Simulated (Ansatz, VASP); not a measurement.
**One calculation of BAs, two programs**

```
As B
1.0
     0.00000    2.33974    2.33974
     2.33974    0.00000    2.33974
     2.33974    2.33974    0.00000
As B
1 1
Direct
  0.75000 0.75000 0.75000
  0.00000 0.00000 0.00000
```

Alike in both runs: task single point; functional PBE exchange alone; k mesh 10 × 10 × 10; occupations fermi-dirac, width 0.05 eV; no spin polarisation.

```csv
,VASP,Ansatz
version,VASP 6.6.1,Ansatz 0.2.0
potentials or method,"VASP PAW PBE potentials, release 64 (As, B)",Ansatz PAW
plane-wave cutoff (eV),520,420
valence electrons in the cell,8,18
```

```tsv
	VASP	Ansatz	Ansatz less VASP
gap on the k mesh at the Fermi level (eV)	1.35	1.36	+0.008
least direct gap on the mesh (eV)	3.44	3.44	-0.002
```

VASP's potentials were made for PBE, not for PBE exchange alone. VASP's potentials hold 8 valence electrons a cell and Ansatz's 18, so a difference there can come from the potentials and not from the codes.
